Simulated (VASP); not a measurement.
# NaCl: single point with PBEsol

The system is NaCl.

```
Na Cl
1.0
     0.00000    2.83484    2.83484
     2.83484    0.00000    2.83484
     2.83484    2.83484    0.00000
Na Cl
1 1
Direct
  0.00000 0.00000 0.00000
  0.50000 0.50000 0.50000
```

```yaml
Program: VASP 6.6.1
Task: single point
Functional: PBEsol
Potentials_or_basis: VASP PAW PBE potentials, release 64 (Na_pv, Cl)
Cutoff: 520 eV
k_mesh: 10 × 10 × 10
Occupations: gaussian, width 0.05 eV
Spin: no spin polarisation
Dipole_correction: no
Further_INCAR_settings: ALGO = Normal; EDIFF = 1e-07; NBANDS = 14
```

```yaml
Pressure: -0.8 GPa
Band_gap_on_the_k_mesh: 4.88 eV, direct
```

Levels at points of the mesh, in eV from the valence-band top:
| k point | band 5 | band 6 | band 7 | band 8 | band 9 | band 10 |
| --- | --- | --- | --- | --- | --- | --- |
| (0.00, 0.00, 0.00) | 0.00 | 0.00 | 0.00 | 4.88 | 10.98 | 10.98 |
| (0.50, 0.00, 0.00) | -1.92 | -0.26 | -0.26 | 7.05 | 10.38 | 10.82 |
| (0.50, 0.50, 0.00) | -1.66 | -0.59 | -0.59 | 7.39 | 7.91 | 11.02 |

It took 20 s on 1 thread of Intel(R) Xeon(R) Platinum 8375C CPU @ 2.90GHz (Ice Lake) (shared host), peak memory 0.17 GiB.

Caveat: the PAW data sets were made with another functional, which shifts forces and pressure a little. PBEsol gaps usually lie below the measured ones, often by a third to a half.
